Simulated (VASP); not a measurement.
# Zn2Si3N (R-3m) in VASP: single point with PBE

Aim: the single point of Zn2Si3N with PBE.

Program: VASP 6.6.1. These are calculated values, not measurements. Logs are shortened: lines on timing, memory, paths and dates and some standing lists are left out, and cuts for length are marked.

## 1. The cell of the first run

The structure is trigonal, space group R-3m (No. 166). The conventional cell has a = 5.053 Å, b = 5.053 Å, c = 11.960 Å, α = 90.00°, β = 90.00°, γ = 120.00°. Within 3.8 Å of Zn (site symmetry 3m) lie 9 Si at 2.87 to 2.94 Å and 3 N at 2.96 Å and 4 Zn at 3.02 to 3.07 Å. Within 3.3 Å of Si (site symmetry 2/m) lie 2 N at 2.47 Å and 4 Si at 2.53 Å and 6 Zn at 2.87 to 2.94 Å. N (site symmetry -3m) has 6 Si at 2.47 Å and 6 Zn at 2.96 Å within 3.3 Å.

The cell was generated, and may not be a known phase.

## 2. Single point, PBE, collinear spin, ferromagnetic start

INCAR reads:

```
ALGO = Normal ; EDIFF = 1E-6
ENCUT = 520 ; GGA = PE
ISIF = 2 ; ISMEAR = 0
ISPIN = 2 ; LASPH = T
LCHARG = F ; LORBIT = 11
LREAL = F ; LWAVE = F
MAGMOM = 0 0 0 0 0 1 ; NBANDS = 34
NELM = 150 ; PREC = Accurate
SIGMA = 0.1
```

KPOINTS reads:

```
k-points
0
Gamma
  6 6 6
```

POSCAR reads:

```
Zn2Si3N
1.0
    2.5263178600      1.4585702900      3.9865856300
   -2.5263178600      1.4585702900      3.9865856300
    0.0000000000     -2.9171405900      3.9865856300
Zn Si N
2 3 1
Direct
    0.6263859900      0.6263859900      0.6263859900
    0.3736140100      0.3736140100      0.3736140100
    0.0000000000      0.5000000000      0.0000000000
    0.5000000000      0.0000000000      0.0000000000
    0.0000000000      0.0000000000      0.5000000000
    0.0000000000      0.0000000000      0.0000000000
```

Potentials or basis: VASP PAW PBE potentials, release 64 (Zn, Si, N).

Started as:

```sh
$ cat potpaw_PBE.64/Zn/POTCAR potpaw_PBE.64/Si/POTCAR potpaw_PBE.64/N/POTCAR > POTCAR
$ mpirun -np 1 vasp_std > vasp.out
```

OUTCAR:

```text
EDIFF = 1E-6
   ENCUT = 520
   GGA = PE
   ISIF = 2
   ISMEAR = 0
   ISPIN = 2
   LASPH = T
   LORBIT = 11
   LREAL = F
   NELM = 150
   PREC = Accurate

 ion  position               nearest neighbor table
   1  0.626  0.626  0.626-   5 2.87   4 2.87   3 2.87   4 2.94   3 2.94   3 2.94   4 2.94   5 2.94
                             5 2.94   2 3.02
   2  0.374  0.374  0.374-   5 2.87   4 2.87   3 2.87   4 2.94   3 2.94   4 2.94   3 2.94   5 2.94
                             5 2.94   1 3.02
   3  0.000  0.500  0.000-   5 2.53   5 2.53   4 2.53   4 2.53   1 2.87   2 2.87   2 2.94   1 2.94
                             2 2.94   1 2.94
   4  0.500  0.000  0.000-   5 2.53   5 2.53   3 2.53   3 2.53   1 2.87   2 2.87   2 2.94   1 2.94
                             2 2.94   1 2.94
   5  0.000  0.000  0.500-   3 2.53   4 2.53   3 2.53   4 2.53   1 2.87   2 2.87   2 2.94   1 2.94
                             2 2.94   1 2.94
   6  0.000  0.000  0.000-

  LATTYP: Found a trigonal (rhomboedric) cell.
 ALAT       =     4.9398961736
 COS(alpha) =     0.4769173223

  Lattice vectors:

 A1 = (   2.5263178600,   1.4585702900,   3.9865856300)
 A2 = (  -2.5263178600,   1.4585702900,   3.9865856300)
 A3 = (   0.0000000000,  -2.9171405900,   3.9865856300)

Analysis of symmetry for initial positions (statically):
=====================================================================
 Subroutine PRICEL returns:
 Original cell was already a primitive cell.

 Routine SETGRP: Setting up the symmetry group for a
 trigonal (rhombohedral) supercell.

 Subroutine GETGRP returns: Found 12 space group operations
 (whereof 12 operations were pure point group operations)
 out of a pool of 12 trial point group operations.

The static configuration has the point symmetry D_3d.

Analysis of symmetry for dynamics (positions and initial velocities):
=====================================================================
 Subroutine PRICEL returns:
 Original cell was already a primitive cell.

 Routine SETGRP: Setting up the symmetry group for a
 trigonal (rhombohedral) supercell.

 Subroutine GETGRP returns: Found 12 space group operations
 (whereof 12 operations were pure point group operations)
 out of a pool of 12 trial point group operations.

The dynamic configuration has the point symmetry D_3d.

Analysis of structural, dynamic, and magnetic symmetry:
=====================================================================
 Subroutine PRICEL returns:
 Original cell was already a primitive cell.

 Routine SETGRP: Setting up the symmetry group for a
 trigonal (rhombohedral) supercell.

 Subroutine GETGRP returns: Found 12 space group operations
 (whereof 12 operations were pure point group operations)
 out of a pool of 12 trial point group operations.

The overall configuration has the point symmetry D_3d.

 Subroutine INISYM returns: Found 12 space group operations
 (whereof 12 operations are pure point group operations),
 and found     1 'primitive' translations

----------------------------------------------------------------------------------------

                                     Primitive cell

  volume of cell :      88.1389

  direct lattice vectors                    reciprocal lattice vectors
     2.526317860  1.458570290  3.986585630     0.197916504  0.114267147  0.083613740
    -2.526317860  1.458570290  3.986585630    -0.197916504  0.114267147  0.083613740
     0.000000000 -2.917140590  3.986585630     0.000000000 -0.228534295  0.083613740

  length of vectors
     4.939896174  4.939896174  4.939896174     0.243349915  0.243349915  0.243349915

  position of ions in fractional coordinates (direct lattice)
     0.626385990  0.626385990  0.626385990
     0.373614010  0.373614010  0.373614010
     0.000000000  0.500000000  0.000000000
     0.500000000  0.000000000  0.000000000
     0.000000000  0.000000000  0.500000000
     0.000000000  0.000000000  0.000000000

  ion indices of the primitive-cell ions
   primitive index   ion index
                 1           1
                 2           2
                 3           3
                 4           4
                 5           5
                 6           6

----------------------------------------------------------------------------------------

 KPOINTS: k-points

Automatic generation of k-mesh.
 Grid dimensions read from file:
 generate k-points for:    6    6    6

 Generating k-lattice:

  Cartesian coordinates                     Fractional coordinates (reciprocal lattice)
     0.032986084  0.019044525  0.013935623     0.166666667  0.000000000  0.000000000
    -0.032986084  0.019044525  0.013935623     0.000000000  0.166666667  0.000000000
     0.000000000 -0.038089049  0.013935623     0.000000000  0.000000000  0.166666667

  Length of vectors
     0.040558319  0.040558319  0.040558319

  Shift w.r.t. Gamma in fractional coordinates (k-lattice)
     0.000000000  0.000000000  0.000000000

 Subroutine IBZKPT returns following result:
 ===========================================

 Found     32 irreducible k-points:

 Following reciprocal coordinates:
            Coordinates               Weight
  0.000000  0.000000  0.000000      1.000000
  0.166667  0.000000  0.000000      6.000000
  0.333333  0.000000  0.000000      6.000000
  0.500000  0.000000  0.000000      3.000000
  0.166667  0.166667  0.000000      6.000000
  0.333333  0.166667  0.000000     12.000000
[... 16 lines left out ...]
  0.500000  0.500000  0.166667      6.000000
 -0.333333  0.500000  0.166667     12.000000
 [... further k-points ...]
   k-points           NKPTS =     32   k-points in BZ     NKDIM =     32   number of bands    NBANDS=     34
   number of dos      NEDOS =    301   number of ions     NIONS =      6
   total plane-waves  NPLWV =  64000
   dimension x,y,z NGX =    40 NGY =   40 NGZ =   40
   dimension x,y,z NGXF=    80 NGYF=   80 NGZF=   80
   ions per type =               2   3   1
   NGX,Y,Z   is equivalent  to a cutoff of  13.46, 13.46, 13.46 a.u.
   NGXF,Y,Z  is equivalent  to a cutoff of  26.92, 26.92, 26.92 a.u.
 SYSTEM =  unknown system
   PREC   = accura    normal or accurate (medium, high low for compatibility)
   ISTART =      0    job   : 0-new  1-cont  2-samecut
   ICHARG =      2    charge: 1-file 2-atom 10-const
   ISPIN  =      2    spin polarized calculation?
   LNONCOLLINEAR =      F non collinear calculations
   LSORBIT =      F    spin-orbit coupling
   LASPH  =      T    aspherical Exc in radial PAW
   ENCUT  =  520.0 eV  38.22 Ry    6.18 a.u.   9.18  9.18  9.18*2*pi/ulx,y,z
   NELM   =    150;   NELMIN=  2; NELMDL= -5     # of ELM steps
   EDIFF  = 0.1E-05   stopping-criterion for ELM
   LREAL  =      F    real-space projection
   EDIFFG = 0.1E-04   stopping-criterion for IOM
   NSW    =      0    number of steps for IOM
   IBRION =     -1    ionic relax: 0-MD 1-quasi-New 2-CG
   NFREE  =      0    steps in history (QN), initial steepest desc. (CG)
   ISIF   =      2    stress and relaxation
   ISYM   =      2    0-nonsym 1-usesym 2-fastsym
   POTIM  = 0.5000    time-step for ionic-motion
   TEBEG  =    0.0;   TEEND  =   0.0 temperature during run
   PSTRESS=    0.0 pullay stress
   NELECT =      41.0000    total number of electrons
   NUPDOWN=      -1.0000    fix difference up-down
   EMIN   =  10.00;   EMAX   =-10.00  energy-range for DOS
   EFERMI =   0.00;   METHOD = LEGACY
   ISMEAR =     0;   SIGMA  =   0.10  broadening in eV -4-tet -1-fermi 0-gaus
   EFERMI_NEDOS =   21; number of points for ismear=-14 and -15
   IALGO  =     38    algorithm
   IMIX   =      4    mixing-type and parameters
     AMIX     =   0.40;   BMIX     =  1.00
     AMIX_MAG =   1.60;   BMIX_MAG =  1.00
  volume/ion in A,a.u.               =      14.69        99.13
  Fermi-wavevector in a.u.,A,eV,Ry     =   1.268470  2.397061 21.891995  1.609016
  Thomas-Fermi vector in A             =   2.401563
   LORBIT       =     11    0 simple, 1 ext, 2 COOP (PROOUT), +10 PAW based schemes
   GGA     = PE    functional components
   LHFCALC =     F    Hartree Fock is set to
   AEXX    =    0.0000 exact exchange contribution
   IVDW    =     0    specifies the selected vdW correction
   LEPSILON=     F    determine dielectric tensor
   LRPA    =     F    only Hartree local field effects (RPA)
 spin polarized calculation
 Gauss-broadening in eV      SIGMA  =   0.10
  energy-cutoff  :      520.00
  volume of cell :       88.14
 maximum number of plane-waves:      2408
 NGX is ok and might be reduce to    40
   NGX = 19   NGY = 19   NGZ = 19

 number of electron      40.9999997 magnetization      -0.0001486

 number of electron      40.9999997 magnetization       0.0001346

 Free energy of the ion-electron system (eV)
  ---------------------------------------------------
  ext. energy  EPLUGINS =         0.00000000
  ---------------------------------------------------
  free energy    TOTEN  =       -22.05749454 eV

  energy without entropy =      -22.04447883  energy(sigma->0) =      -22.05098668

 E-fermi :   6.1025     XC(G=0): -11.0250

 val. band max:        6.0928519368   @ k =   0.1667   0.0000   0.0000
 cond. band min:       6.1450291291   @ k =   0.3333   0.3333   0.1667
 fundamental gap:      0.0521771923
 Fermi energy:         6.1025136539

 spin component 1

 k-point     1 :       0.0000    0.0000    0.0000
  band No.  band energies     occupation
      1      -8.5844      1.00000
      2      -4.0374      1.00000
      3      -1.2338      1.00000
      4      -1.2338      1.00000
      5      -1.1740      1.00000
      6      -1.1740      1.00000
[... 24 lines left out ...]
     31      15.2176      0.00000
     32      15.2176      0.00000

 k-point     2 :       0.1667    0.0000    0.0000
  band No.  band energies     occupation
      1      -8.4738      1.00000
      2      -4.0815      1.00000
      3      -1.7546      1.00000
      4      -1.3506      1.00000
      5      -1.1817      1.00000
      6      -1.0965      1.00000
[... 24 lines left out ...]
     31      15.1422      0.00000
     32      15.3599      0.00000
[... 733 lines left out ...]
     31      12.8739      0.00000
     32      13.2339      0.00000

 k-point    24 :      -0.3333    0.5000    0.1667
  band No.  band energies     occupation
      1      -7.8217      1.00000
      2      -4.6906      1.00000
      3      -2.7529      1.00000
      4      -1.8571      1.00000
      5      -1.1138      1.00000
      6      -1.0863      1.00000
[... 24 lines left out ...]
     31      13.4883      0.00000
     32      13.6231      0.00000

 [... further k-points ...]

 spin component 2

 k-point     1 :       0.0000    0.0000    0.0000
  band No.  band energies     occupation
      1      -8.5843      1.00000
      2      -4.0373      1.00000
      3      -1.2338      1.00000
      4      -1.2338      1.00000
      5      -1.1740      1.00000
      6      -1.1740      1.00000
[... 24 lines left out ...]
     31      15.2175      0.00000
     32      15.2175      0.00000

 k-point     2 :       0.1667    0.0000    0.0000
  band No.  band energies     occupation
      1      -8.4737      1.00000
      2      -4.0815      1.00000
      3      -1.7546      1.00000
      4      -1.3506      1.00000
      5      -1.1817      1.00000
      6      -1.0965      1.00000
[... 24 lines left out ...]
     31      15.1422      0.00000
     32      15.3599      0.00000
[... 733 lines left out ...]
     31      12.8739      0.00000
     32      13.2339      0.00000

 k-point    24 :      -0.3333    0.5000    0.1667
  band No.  band energies     occupation
      1      -7.8215      1.00000
      2      -4.6906      1.00000
      3      -2.7529      1.00000
      4      -1.8571      1.00000
      5      -1.1138      1.00000
      6      -1.0863      1.00000
[... 24 lines left out ...]
     31      13.4883      0.00000
     32      13.6231      0.00000

 [... further k-points ...]

 [bands above 32 left out]

------------------------ aborting loop because EDIFF is reached ----------------------------------------

  FORCE on cell =-STRESS in cart. coord.  units (eV):
  Direction    XX          YY          ZZ          XY          YZ          ZX
  --------------------------------------------------------------------------------------
  -------------------------------------------------------------------------------------
  Total       -0.6538737     -0.6538737     -5.9533149      0.0000000      0.0000000      0.0000000
  in kB      -11.8860287    -11.8860287   -108.2185557      0.0000000      0.0000001      0.0000000
  external PRESSURE =     -43.9968710 kB  Pullay stress =       0.0000000 kB

 VOLUME and BASIS-vectors are now :
 -----------------------------------------------------------------------------
  energy-cutoff  :      520.00
  volume of cell :       88.14
      direct lattice vectors                 reciprocal lattice vectors
     2.526317860  1.458570290  3.986585630     0.197916504  0.114267147  0.083613740
    -2.526317860  1.458570290  3.986585630    -0.197916504  0.114267147  0.083613740
     0.000000000 -2.917140590  3.986585630     0.000000000 -0.228534295  0.083613740

 POSITION                                       TOTAL-FORCE (eV/Angst)
 -----------------------------------------------------------------------------------
      0.00000     -0.00000      7.49142        -0.000000      0.000000     -0.062875
      0.00000     -0.00000      4.46833        -0.000000     -0.000000      0.062875
     -1.26316      0.72929      1.99329         0.000000      0.000000     -0.000000
      1.26316      0.72929      1.99329        -0.000000      0.000000     -0.000000
      0.00000     -1.45857      1.99329         0.000000      0.000000     -0.000000
      0.00000      0.00000      0.00000        -0.000000      0.000000     -0.000000
 -----------------------------------------------------------------------------------
    total drift:                                0.000000     -0.000000      0.000000

  FREE ENERGIE OF THE ION-ELECTRON SYSTEM (eV)
  ---------------------------------------------------
  free  energy   TOTEN  =       -22.0574945409 eV

  energy  without entropy=      -22.0444788285  energy(sigma->0) =      -22.05098668

 total charge

# of ion       s       p       d       tot
------------------------------------------
    1        0.624   0.273   9.759  10.655
    2        0.624   0.273   9.759  10.655
    3        0.842   0.686   0.000   1.528
    4        0.842   0.686   0.000   1.528
    5        0.842   0.686   0.000   1.528
    6        1.341   2.096   0.000   3.437
--------------------------------------------------
tot          5.115   4.700  19.517  29.332

 magnetization (x)

# of ion       s       p       d       tot
------------------------------------------
    1        0.000  -0.000  -0.000   0.000
    2        0.000  -0.000  -0.000   0.000
    3       -0.000  -0.000   0.000  -0.000
    4       -0.000  -0.000   0.000  -0.000
    5       -0.000  -0.000   0.000  -0.000
    6        0.000   0.000   0.000   0.000
--------------------------------------------------
tot          0.000   0.000  -0.000   0.000
```

Wall time 4.2 min (1 thread of AMD EPYC 7R43 (Zen 3), shared host); peak memory 0.34 GiB.

What came out:

```
Free energy                                           : -22.0575 eV
Pressure                                              : -4.4 GPa
Largest force                                         : 0.063 eV/Å
Net moment                                            : 0.00 μB per cell
Valence electrons inside the program's atomic spheres : Zn 10.65; Si 1.53; N 3.44
```

Forces in eV/Å, atoms in the order of the input:
```
Zn   0.000  0.000 -0.063
Zn   0.000  0.000  0.063
Si   0.000  0.000  0.000
Si   0.000  0.000  0.000
Si   0.000  0.000  0.000
N    0.000  0.000  0.000
```

Levels at points of the mesh, in eV from the Fermi level:
Spin up:
```
           k point  band 18  band 19  band 20  band 21  band 22  band 23  band 24  band 25
(0.00, 0.00, 0.00)    -3.96    -2.83    -1.52    -1.52     0.32     1.34     1.34     1.48
(0.50, 0.00, 0.00)    -1.67    -1.26    -0.17     0.29     0.31     1.01     1.47     3.44
(0.50, 0.50, 0.00)    -1.44    -0.69    -0.51     0.95     1.27     2.28     2.30     2.51
(0.50, 0.50, 0.50)    -3.05    -2.53    -1.66    -0.47    -0.47     1.88     1.88     4.51
```
Spin down:
```csv
k point,band 18,band 19,band 20,band 21,band 22,band 23,band 24,band 25
"(0.00, 0.00, 0.00)",-3.96,-2.83,-1.52,-1.52,0.32,1.34,1.34,1.48
"(0.50, 0.00, 0.00)",-1.67,-1.26,-0.17,0.29,0.31,1.01,1.47,3.44
"(0.50, 0.50, 0.00)",-1.44,-0.69,-0.51,0.95,1.27,2.28,2.30,2.51
"(0.50, 0.50, 0.50)",-3.05,-2.53,-1.66,-0.47,-0.47,1.88,1.88,4.51
```

Caveat: the stress differs along the axes, from -11 to -1 GPa.
